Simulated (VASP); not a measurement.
# Si (a cell with a defect) in VASP: relaxation of the atoms with PBE

Aim: the relaxation of the atoms of Si (a cell with a defect) with PBE.

Everything below comes from runs of VASP 6.6.1. Logs are shortened: lines on timing, memory, paths and dates and some standing lists are left out, and cuts for length are marked.

## Step 1: The cell of the first run

The cell holds a defect, 17 atoms: a = 7.679 Å, b = 7.679 Å, c = 7.679 Å, α = 60.00°, β = 60.00°, γ = 60.00°.

## Step 2: Relaxation of the atoms, PBE

File INCAR:

```
ALGO = Normal
EDIFF = 1E-6
EDIFFG = -0.03
ENCUT = 520
GGA = PE
IBRION = 2
ISIF = 2
ISMEAR = 0
LASPH = True
LCHARG = False
LREAL = Auto
LWAVE = False
NELM = 60
NSW = 80
PREC = Accurate
SIGMA = 0.05
```

File KPOINTS:

```
k-points
0
Gamma
  2 2 2
```

File POSCAR:

```
Si
1.0
    0.0000000000      5.4300000000      5.4300000000
    5.4300000000      0.0000000000      5.4300000000
    5.4300000000      5.4300000000      0.0000000000
Si
17
Direct
    0.0000000000      0.0000000000      0.0000000000
    0.1250000000      0.1250000000      0.1250000000
    0.0000000000      0.0000000000      0.5000000000
    0.1250000000      0.1250000000      0.6250000000
    0.0000000000      0.5000000000      0.0000000000
    0.1250000000      0.6250000000      0.1250000000
    0.0000000000      0.5000000000      0.5000000000
    0.1250000000      0.6250000000      0.6250000000
    0.5000000000      0.0000000000      0.0000000000
    0.6250000000      0.1250000000      0.1250000000
    0.5000000000      0.0000000000      0.5000000000
    0.6250000000      0.1250000000      0.6250000000
    0.5000000000      0.5000000000      0.0000000000
    0.6250000000      0.6250000000      0.1250000000
    0.5000000000      0.5000000000      0.5000000000
    0.6250000000      0.6250000000      0.6250000000
    0.7517783600      0.7555387700      0.7474137800
```

Potentials or basis: VASP PAW PBE potentials, release 64 (Si).

Command:

```
cat potpaw_PBE.64/Si/POTCAR > POTCAR
mpirun -np 1 vasp_std > vasp.out
```

OUTCAR:

```text
EDIFF = 1E-6
   EDIFFG = -0.03
   ENCUT = 520
   GGA = PE
   IBRION = 2
   ISIF = 2
   ISMEAR = 0
   LASPH = True
   LREAL = Auto
   NELM = 60
   NSW = 80
   PREC = Accurate

 ion  position               nearest neighbor table
   1  0.000  0.000  0.000-   2 2.35   4 2.35   6 2.35  10 2.35
   2  0.125  0.125  0.125-   1 2.35   3 2.35   5 2.35   9 2.35
   3  0.000  0.000  0.500-   2 2.35   4 2.35   8 2.35  12 2.35  17 2.68
   4  0.125  0.125  0.625-   1 2.35   3 2.35   7 2.35  11 2.35
   5  0.000  0.500  0.000-   2 2.35   6 2.35   8 2.35  14 2.35  17 2.72
   6  0.125  0.625  0.125-   1 2.35   5 2.35   7 2.35  13 2.35
   7  0.000  0.500  0.500-   4 2.35   6 2.35   8 2.35  16 2.35  17 2.73
   8  0.125  0.625  0.625-  17 2.34   5 2.35   7 2.35  15 2.35   3 2.35
   9  0.500  0.000  0.000-   2 2.35  10 2.35  12 2.35  14 2.35  17 2.70
  10  0.625  0.125  0.125-   1 2.35   9 2.35  11 2.35  13 2.35
  11  0.500  0.000  0.500-   4 2.35  10 2.35  12 2.35  16 2.35  17 2.71
  12  0.625  0.125  0.625-  17 2.32   9 2.35  11 2.35  15 2.35   3 2.35
  13  0.500  0.500  0.000-   6 2.35  10 2.35  14 2.35  16 2.35  17 2.75
  14  0.625  0.625  0.125-   5 2.35   9 2.35  13 2.35  15 2.35  17 2.37
  15  0.500  0.500  0.500-   8 2.35  12 2.35  14 2.35  16 2.35
  16  0.625  0.625  0.625-   7 2.35  11 2.35  13 2.35  15 2.35  17 2.38
  17  0.752  0.756  0.747-  12 2.32   8 2.34  14 2.37  16 2.38   3 2.68   9 2.70  11 2.71   5 2.72
                             7 2.73  13 2.75

  LATTYP: Found a face centered cubic cell.
 ALAT       =    10.8600000000

  Lattice vectors:

 A1 = (   0.0000000000,   5.4300000000,   5.4300000000)
 A2 = (   5.4300000000,   0.0000000000,   5.4300000000)
 A3 = (   5.4300000000,   5.4300000000,   0.0000000000)

Analysis of symmetry for initial positions (statically):
=====================================================================
 Subroutine PRICEL returns:
 Original cell was already a primitive cell.

 Routine SETGRP: Setting up the symmetry group for a
 face centered cubic supercell.

 Subroutine GETGRP returns: Found  1 space group operations
 (whereof  1 operations were pure point group operations)
 out of a pool of 48 trial point group operations.

The static configuration has the point symmetry C_1 .

Analysis of symmetry for dynamics (positions and initial velocities):
=====================================================================
 Subroutine PRICEL returns:
 Original cell was already a primitive cell.

 Routine SETGRP: Setting up the symmetry group for a
 face centered cubic supercell.

 Subroutine GETGRP returns: Found  1 space group operations
 (whereof  1 operations were pure point group operations)
 out of a pool of 48 trial point group operations.

The dynamic configuration has the point symmetry C_1 .

 Subroutine INISYM returns: Found  1 space group operations
 (whereof  1 operations are pure point group operations),
 and found     1 'primitive' translations

----------------------------------------------------------------------------------------

                                     Primitive cell

  volume of cell :     320.2060

  direct lattice vectors                    reciprocal lattice vectors
     0.000000000  5.430000000  5.430000000    -0.092081031  0.092081031  0.092081031
     5.430000000  0.000000000  5.430000000     0.092081031 -0.092081031  0.092081031
     5.430000000  5.430000000  0.000000000     0.092081031  0.092081031 -0.092081031

  length of vectors
     7.679179644  7.679179644  7.679179644     0.159489025  0.159489025  0.159489025

  position of ions in fractional coordinates (direct lattice)
     0.000000000  0.000000000  0.000000000
     0.125000000  0.125000000  0.125000000
     0.000000000  0.000000000  0.500000000
     0.125000000  0.125000000  0.625000000
     0.000000000  0.500000000  0.000000000
     0.125000000  0.625000000  0.125000000
[... 9 lines left out ...]
     0.625000000  0.625000000  0.625000000
     0.751778360  0.755538770  0.747413780

  ion indices of the primitive-cell ions
   primitive index   ion index
                 1           1
                 2           2
                 3           3
                 4           4
                 5           5
                 6           6
[... 9 lines left out ...]
                16          16
                17          17

----------------------------------------------------------------------------------------

 KPOINTS: k-points

Automatic generation of k-mesh.
 Grid dimensions read from file:
 generate k-points for:    2    2    2

 Generating k-lattice:

  Cartesian coordinates                     Fractional coordinates (reciprocal lattice)
    -0.046040516  0.046040516  0.046040516     0.500000000  0.000000000  0.000000000
     0.046040516 -0.046040516  0.046040516     0.000000000  0.500000000  0.000000000
     0.046040516  0.046040516 -0.046040516     0.000000000  0.000000000  0.500000000

  Length of vectors
     0.079744512  0.079744512  0.079744512

  Shift w.r.t. Gamma in fractional coordinates (k-lattice)
     0.000000000  0.000000000  0.000000000

 Subroutine IBZKPT returns following result:
 ===========================================

 Found      8 irreducible k-points:

 Following reciprocal coordinates:
            Coordinates               Weight
  0.000000  0.000000  0.000000      1.000000
  0.500000  0.000000  0.000000      1.000000
  0.000000  0.500000  0.000000      1.000000
  0.000000  0.000000  0.500000      1.000000
  0.500000  0.500000  0.500000      1.000000
  0.500000  0.500000  0.000000      1.000000
  0.000000  0.500000  0.500000      1.000000
  0.500000  0.000000  0.500000      1.000000
   k-points           NKPTS =      8   k-points in BZ     NKDIM =      8   number of bands    NBANDS=     43
   number of dos      NEDOS =    301   number of ions     NIONS =     17
   total plane-waves  NPLWV = 216000
   dimension x,y,z NGX =    60 NGY =   60 NGZ =   60
   dimension x,y,z NGXF=   120 NGYF=  120 NGZF=  120
   ions per type =              17
   NGX,Y,Z   is equivalent  to a cutoff of  12.99, 12.99, 12.99 a.u.
   NGXF,Y,Z  is equivalent  to a cutoff of  25.98, 25.98, 25.98 a.u.
 SYSTEM =  unknown system
   PREC   = accura    normal or accurate (medium, high low for compatibility)
   ISTART =      0    job   : 0-new  1-cont  2-samecut
   ICHARG =      2    charge: 1-file 2-atom 10-const
   ISPIN  =      1    spin polarized calculation?
   LNONCOLLINEAR =      F non collinear calculations
   LSORBIT =      F    spin-orbit coupling
   LASPH  =      T    aspherical Exc in radial PAW
   ENCUT  =  520.0 eV  38.22 Ry    6.18 a.u.  14.28 14.28 14.28*2*pi/ulx,y,z
   NELM   =     60;   NELMIN=  2; NELMDL= -5     # of ELM steps
   EDIFF  = 0.1E-05   stopping-criterion for ELM
   LREAL  =      T    real-space projection
   EDIFFG = -.3E-01   stopping-criterion for IOM
   NSW    =     80    number of steps for IOM
   IBRION =      2    ionic relax: 0-MD 1-quasi-New 2-CG
   NFREE  =      1    steps in history (QN), initial steepest desc. (CG)
   ISIF   =      2    stress and relaxation
   ISYM   =      2    0-nonsym 1-usesym 2-fastsym
   POTIM  = 0.5000    time-step for ionic-motion
   TEBEG  =    0.0;   TEEND  =   0.0 temperature during run
   PSTRESS=    0.0 pullay stress
   NELECT =      68.0000    total number of electrons
   NUPDOWN=      -1.0000    fix difference up-down
   EMIN   =  10.00;   EMAX   =-10.00  energy-range for DOS
   EFERMI =   0.00;   METHOD = LEGACY
   ISMEAR =     0;   SIGMA  =   0.05  broadening in eV -4-tet -1-fermi 0-gaus
   EFERMI_NEDOS =   21; number of points for ismear=-14 and -15
   IALGO  =     38    algorithm
   IMIX   =      4    mixing-type and parameters
     AMIX     =   0.40;   BMIX     =  1.00
     AMIX_MAG =   1.60;   BMIX_MAG =  1.00
  volume/ion in A,a.u.               =      18.84       127.11
  Fermi-wavevector in a.u.,A,eV,Ry     =   0.976715  1.845724 12.979587  0.953973
  Thomas-Fermi vector in A             =   2.107356
   LORBIT       =      0    0 simple, 1 ext, 2 COOP (PROOUT), +10 PAW based schemes
   GGA     = PE    functional components
   LHFCALC =     F    Hartree Fock is set to
   AEXX    =    0.0000 exact exchange contribution
   IVDW    =     0    specifies the selected vdW correction
   LEPSILON=     F    determine dielectric tensor
   LRPA    =     F    only Hartree local field effects (RPA)
 conjugate gradient relaxation of ions
 non-spin polarized calculation
 Gauss-broadening in eV      SIGMA  =   0.05
  energy-cutoff  :      520.00
  volume of cell :      320.21
 maximum number of plane-waves:      8646
 NGX is ok and might be reduce to    60
   NGX = 29   NGY = 29   NGZ = 29

--------------------------------------- Ionic step        1  -------------------------------------------

 number of electron      68.0000003 magnetization

 Free energy of the ion-electron system (eV)
  ---------------------------------------------------
  ext. energy  EPLUGINS =         0.00000000
  ---------------------------------------------------
  free energy    TOTEN  =       -87.86839565 eV

  energy without entropy =      -87.85875584  energy(sigma->0) =      -87.86357575

------------------------ aborting loop because EDIFF is reached ----------------------------------------

  FORCE on cell =-STRESS in cart. coord.  units (eV):
  Direction    XX          YY          ZZ          XY          YZ          ZX
  --------------------------------------------------------------------------------------
  -------------------------------------------------------------------------------------
  Total       11.6502022     11.6474166     11.6615434     -0.5092641     -0.2088937      0.0665561
  in kB       58.2927523     58.2788144     58.3494991     -2.5481453     -1.0452170      0.3330188
  external PRESSURE =      58.3070220 kB  Pullay stress =       0.0000000 kB
[... 240 lines left out ...]
  energy  without entropy=      -87.9851843283  energy(sigma->0) =      -87.99018427

--------------------------------------- Ionic step        6  -------------------------------------------

 number of electron      68.0000001 magnetization

 Free energy of the ion-electron system (eV)
  ---------------------------------------------------
  ext. energy  EPLUGINS =         0.00000000
  ---------------------------------------------------
  free energy    TOTEN  =       -87.99572492 eV

  energy without entropy =      -87.98576399  energy(sigma->0) =      -87.99074446

 E-fermi :   6.9101     XC(G=0):  -9.6743

 val. band max:        6.6794442333   @ k =   0.0000   0.0000   0.0000
 cond. band min:       6.9257568207   @ k =   0.5000   0.0000   0.5000
 fundamental gap:      0.2463125874
 Fermi energy:         6.9100752638

 k-point     1 :       0.0000    0.0000    0.0000
  band No.  band energies     occupation
      1      -6.3196      2.00000
      2      -3.7730      2.00000
      3      -3.6296      2.00000
      4      -3.6282      2.00000
      5      -3.6272      2.00000
      6      -2.8092      2.00000
[... 401 lines left out ...]
  FREE ENERGIE OF THE ION-ELECTRON SYSTEM (eV)
  ---------------------------------------------------
  free  energy   TOTEN  =       -87.9957249220 eV

  energy  without entropy=      -87.9857639943  energy(sigma->0) =      -87.99074446

 reached required accuracy - stopping structural energy minimisation
```

It took 5.3 min on 1 thread of Intel Xeon 6975P-C (Granite Rapids), shared host; peak memory 0.5 GiB.

Results:

- Free energy: -87.9957 eV
- Energy gained by relaxing: 7.5 meV/atom
- Ionic steps: 6
- Pressure after relaxing: 5.3 GPa
- Largest force after relaxing: 0.028 eV/Å
- Band gap on the k mesh: zero (bands 34 and 35 overlap by 0.25 eV)

Forces in eV/Å, atoms in the order of the input:
```
Si   0.000  0.000  0.000
Si   0.002  0.004 -0.002
Si   0.003 -0.003 -0.002
Si  -0.004 -0.002 -0.003
Si  -0.005 -0.002  0.002
Si   0.002 -0.004  0.000
Si   0.001  0.007  0.005
Si   0.004 -0.002  0.008
Si  -0.002 -0.007  0.006
Si  -0.003  0.001 -0.003
Si   0.009  0.002  0.008
Si   0.002  0.001  0.007
Si   0.001  0.003 -0.003
Si   0.004  0.000  0.008
Si  -0.004  0.002 -0.011
Si   0.001 -0.003  0.007
Si  -0.011  0.003 -0.026
```

Step by step:
| step | energy change (eV) | largest force (eV/Å) | pressure (GPa) |
| --- | --- | --- | --- |
| 1 | 0.0000 | 1.0988 | 5.83 |
| 2 | -0.1237 | 0.1208 | 5.35 |
| 3 | -0.1242 | 0.1611 | 5.33 |
| 4 | -0.1267 | 0.0627 | 5.33 |
| 5 | -0.1268 | 0.0699 | 5.33 |
| 6 | -0.1273 | 0.0283 | 5.34 |

Final structure:
```cif
data_structure
_symmetry_space_group_name_H-M 'P 1'
_symmetry_Int_Tables_number 1
_cell_length_a 7.6792
_cell_length_b 7.6792
_cell_length_c 7.6792
_cell_angle_alpha 60.000
_cell_angle_beta 60.000
_cell_angle_gamma 60.000
_cell_volume 320.21
loop_
_atom_site_label
_atom_site_type_symbol
_atom_site_fract_x
_atom_site_fract_y
_atom_site_fract_z
_atom_site_occupancy
Si1 Si 0.99998 0.99994 0.00003 1
Si2 Si 0.12454 0.12462 0.12443 1
Si3 Si 0.00304 0.00313 0.49692 1
Si4 Si 0.12457 0.12465 0.62637 1
Si5 Si 0.00303 0.49706 0.00293 1
Si6 Si 0.12468 0.62623 0.12457 1
Si7 Si 0.00301 0.49709 0.49702 1
Si8 Si 0.13186 0.62261 0.62274 1
Si9 Si 0.49700 0.00312 0.00293 1
Si10 Si 0.62629 0.12471 0.12453 1
Si11 Si 0.49702 0.00311 0.49699 1
Si12 Si 0.62237 0.13271 0.62244 1
Si13 Si 0.49711 0.49714 0.00290 1
Si14 Si 0.62302 0.62297 0.13088 1
Si15 Si 0.50044 0.50137 0.49936 1
Si16 Si 0.62320 0.62316 0.62327 1
Si17 Si 0.75064 0.75193 0.74912 1
```

Levels at points of the mesh, in eV from the Fermi level:
```csv
k point,band 32,band 33,band 34,band 35,band 36,band 37
"(0.00, 0.00, 0.00)",-0.82,-0.82,-0.24,-0.24,-0.23,0.09
"(0.50, 0.00, 0.00)",-1.43,-1.43,-0.34,0.53,0.54,0.90
"(0.00, 0.50, 0.00)",-1.43,-1.43,-0.34,0.53,0.54,0.90
"(0.00, 0.00, 0.50)",-1.43,-1.43,-0.34,0.53,0.54,0.90
"(0.50, 0.50, 0.50)",-1.43,-1.43,-0.34,0.53,0.54,0.90
"(0.50, 0.50, 0.00)",-1.89,-0.99,0.02,0.71,1.02,1.03
"(0.00, 0.50, 0.50)",-1.89,-0.99,0.02,0.71,1.02,1.03
"(0.50, 0.00, 0.50)",-1.89,-0.99,0.02,0.71,1.03,1.03
```

Caveat: the k points lie up to 0.50 Å⁻¹ apart.

The gap in the log of VASP goes by the Fermi energy; the results here count the filled bands.